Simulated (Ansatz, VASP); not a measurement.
## One calculation of Sn, two programs

```
CELL_PARAMETERS angstrom
-1.71050 1.79237 2.17318
1.71050 -1.79237 2.17318
1.71050 1.79237 -2.17318
ATOMIC_POSITIONS crystal
Sn 0.00332 0.99901 0.99805
```

Alike in both runs: task single point; functional PBEsol; k mesh 8 × 8 × 8; no spin polarisation.

|  | VASP | Ansatz |
| --- | --- | --- |
| version | VASP 6.6.1 | Ansatz 0.2.0 |
| potentials or method | VASP PAW PBE potentials, release 64 (Sn_d) | plane waves, PAW |
| plane-wave cutoff (eV) | 520 | 420 |
| occupations | fermi-dirac, width 0.1 eV | fermi-dirac |
| valence electrons in the cell | 14 | 14 |

|  | VASP | Ansatz | Ansatz less VASP |
| --- | --- | --- | --- |
| pressure (GPa) | -0.8 | -0.8 | +0.06 |
| traceless stress, the component that is largest in VASP (GPa) | 1.01 | 1.01 | +0.001 |

VASP's potentials were made for PBE, not for PBEsol.
